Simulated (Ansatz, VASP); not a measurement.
## Pb in VASP and in Ansatz

```xyz
1
Lattice="0.0000 2.5686 2.2722 2.5686 0.0000 2.2722 2.5686 2.5686 0.0000" Properties=species:S:1:pos:R:3 pbc="T T T"
Pb    0.0000    0.0000    0.0000
```

Change from the starting cell: strain +0.040 along x and y, -0.080 along z, atoms carried along.

Alike in both runs: task single point; functional PBEsol; k mesh 16 × 16 × 16; occupations gaussian, width 0.15 eV; no spin polarisation.

```csv
,VASP,Ansatz
version,VASP 6.6.1,Ansatz 0.2.0
potentials or method,"VASP PAW PBE potentials, release 64 (Pb_d), cutoff 520 eV","scalar-relativistic, plane waves, PAW"
valence electrons in the cell,14,14
```

|  | VASP | Ansatz | Ansatz less VASP |
| --- | --- | --- | --- |
| gap on the k mesh at the Fermi level (eV) | none | none | - |
| pressure (GPa) | -0.1 | 0.0 | +0.08 |
| traceless stress, the component that is largest in VASP (GPa) | 0.60 | 0.60 | -0.001 |

VASP's potentials were made for PBE, not for PBEsol. A gap of «none» marks a metal or a gap that the smearing closes. With one functional, cell and mesh, what is left measures potentials, basis and numerics.

Neither program's run includes spin-orbit coupling.
